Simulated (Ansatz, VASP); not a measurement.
## Ti in VASP and in Ansatz

INCAR

```
SYSTEM = Ti
PREC = Accurate ; ENCUT = 520
EDIFF = 1E-6 ; ISMEAR = -1
SIGMA = 0.08 ; LREAL = .False.
LASPH = .True. ; NELM = 80
ALGO = Normal ; ISIF = 2
LWAVE = .False. ; LCHARG = .True.
GGA = PE ; LELF = .True.
LVHAR = .True. ; NBANDS = 19
```

KPOINTS

```
Automatic mesh
0
Gamma
  12 12 12
  0 0 0
```

POSCAR

```
Ti
1.0
    0.0000000000      2.1795253664      2.1795253664
    2.1795253664      0.0000000000      2.1795253664
    2.1795253664      2.1795253664      0.0000000000
Ti
2
Direct
   -0.1250000000     -0.1250000000     -0.1250000000
    0.1250000000      0.1250000000      0.1250000000
```

Input for Ansatz:

```yaml
crystal:
  lattice:
    - [0.0, 2.1795253664, 2.1795253664]
    - [2.1795253664, 0.0, 2.1795253664]
    - [2.1795253664, 2.1795253664, 0.0]
  atoms:
    - { symbol: Ti, position: [-0.125, -0.125, -0.125] }
    - { symbol: Ti, position: [0.125, 0.125, 0.125] }
kpoints:
  mp_grid: { grid: [12, 12, 12] }
scf:
  occupations: { method: fermi_dirac, width: 0.08 }
hamiltonian:
  xc: pbe
  pseudopotentials: { kind: paw }
output:
  forces: true
  stress: true
  eigenvalues: true
  populations: true
```

Change from the starting cell: volume scaled by 0.45, PAW files.

Alike in both runs: task single point; functional PBE; k mesh 12 × 12 × 12; occupations fermi-dirac, width 0.08 eV; no spin polarisation.

|  | VASP | Ansatz |
| --- | --- | --- |
| version | VASP 6.6.1 | Ansatz 0.2.0 |
| potentials or method | VASP PAW PBE potentials, release 64 (Ti_sv) | PAW with Ansatz's default frozen-core files, scalar-relativistic |
| plane-wave cutoff (eV) | 520 | 420 |
| valence electrons in the cell | 24 | 24 |

|  | VASP | Ansatz | Ansatz less VASP |
| --- | --- | --- | --- |
| pressure (GPa) | 151.2 | 134.6 | -16.61 |

The pressures are high and differ by over a tenth, so treat them with care.

Noted on VASP's run: the cell as given lies far from equilibrium.
